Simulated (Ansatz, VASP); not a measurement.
# One calculation of MgO, two programs

The input POSCAR:

```
MgO
1.0
    2.9380209034      0.0000000000      0.0000000000
   -1.4690104517      2.5444007392      0.0000000000
    0.0000000000      0.0000000000      2.6796800000
Mg O
1 1
Direct
    0.0000000000      0.0000000000      0.0000000000
    0.3333333333      0.6666666667      0.5000000000
```

INCAR.step1

```
SYSTEM = MgO
PREC     = Accurate       ! precision mode
ENCUT    = 520            ! plane-wave cutoff, eV
EDIFF    = 1E-5           ! SCF threshold, eV
ISMEAR   = -1             ! smearing method
SIGMA    = 0.05           ! smearing width, eV
LREAL    = .FALSE.        ! projectors in reciprocal space
LASPH    = .TRUE.         ! aspherical terms in the spheres
NELM     = 100            ! most SCF steps
ALGO     = Normal         ! electronic algorithm
ISIF     = 2              ! what is computed and relaxed
LWAVE    = .TRUE.         ! write WAVECAR
NBANDS   = 11             ! bands
GGA      = PE             ! functional
```

Contents of INCAR.step2:

```
SYSTEM = MgO
PREC     = Accurate       ! precision mode
ENCUT    = 520            ! plane-wave cutoff, eV
EDIFF    = 1E-7           ! SCF threshold, eV
ISMEAR   = -1             ! smearing method
SIGMA    = 0.05           ! smearing width, eV
LREAL    = .FALSE.        ! projectors in reciprocal space
LASPH    = .TRUE.         ! aspherical terms in the spheres
NELM     = 100            ! most SCF steps
ALGO     = Normal         ! electronic algorithm
ISIF     = 2              ! what is computed and relaxed
LWAVE    = .FALSE.        ! write WAVECAR
LCHARG   = .TRUE.         ! write CHGCAR
GGA      = PE             ! functional
LHFCALC  = .TRUE.         ! exact exchange
AEXX     = 0.25           ! exact-exchange fraction
HFSCREEN = 0.4            ! screening, 1/A
PRECFOCK = Normal       
LELF     = .TRUE.         ! ELF
LVHAR    = .TRUE.       
NBANDS   = 11             ! bands
ISTART   = 1
```

The input KPOINTS:

```
regular mesh
0
G
  5 5 5
  0 0 0
```

File input.yaml:

```yaml
crystal:
  lattice:
    - [2.9380209034, 0.0, 0.0]
    - [-1.4690104517, 2.5444007392, 0.0]
    - [0.0, 0.0, 2.67968]
  atoms:
    - { symbol: Mg, position: [0.0, 0.0, 0.0] }
    - { symbol: O, position: [0.3333333333, 0.6666666667, 0.5] }
hamiltonian:
  xc: { exchange: pbe, correlation: pbe, exx: { coeff: 0.25, omega: 0.4 } }
  pseudopotentials: { kind: paw }
kpoints:
  mp_grid: { grid: [5, 5, 5] }
scf:
  occupations: { method: fermi_dirac, width: 0.05 }
output:
  forces: true
  stress: true
  eigenvalues: true
```

Alike in both runs: task single point; functional PBE-based screened hybrid with a share of 0.25 of exact exchange and HFSCREEN = 0.4; k mesh 5 × 5 × 5; occupations fermi-dirac, width 0.05 eV; no spin polarisation.

|  | VASP | Ansatz |
| --- | --- | --- |
| version | VASP 6.6.1 | Ansatz 0.2.0 |
| potentials or method | VASP PAW PBE potentials, release 64 (Mg, O) | Ansatz PAW |
| plane-wave cutoff (eV) | 520 | 420 |
| valence electrons in the cell | 8 | 16 |

|  | VASP | Ansatz | Ansatz less VASP |
| --- | --- | --- | --- |
| gap on the k mesh at the Fermi level (eV) | 4.12 | 4.16 | +0.045 |
| least direct gap on the mesh (eV) | 4.53 | 4.57 | +0.041 |
| pressure (GPa) | -5.6 | -5.2 | +0.31 |
| traceless stress, the component that is largest in VASP (GPa) | -0.92 | -0.87 | +0.045 |

VASP's potentials were made for PBE, not for PBE-based screened hybrid. VASP's potentials hold 8 valence electrons a cell and Ansatz's 16, so a difference there can come from the potentials and not from the codes.

The k mesh is coarse, so the values compare programs but aren't converged. Noted on Ansatz's run: odd divisions of the mesh miss points on the zone boundary, where band edges often lie, so the gap on the mesh can be too wide.
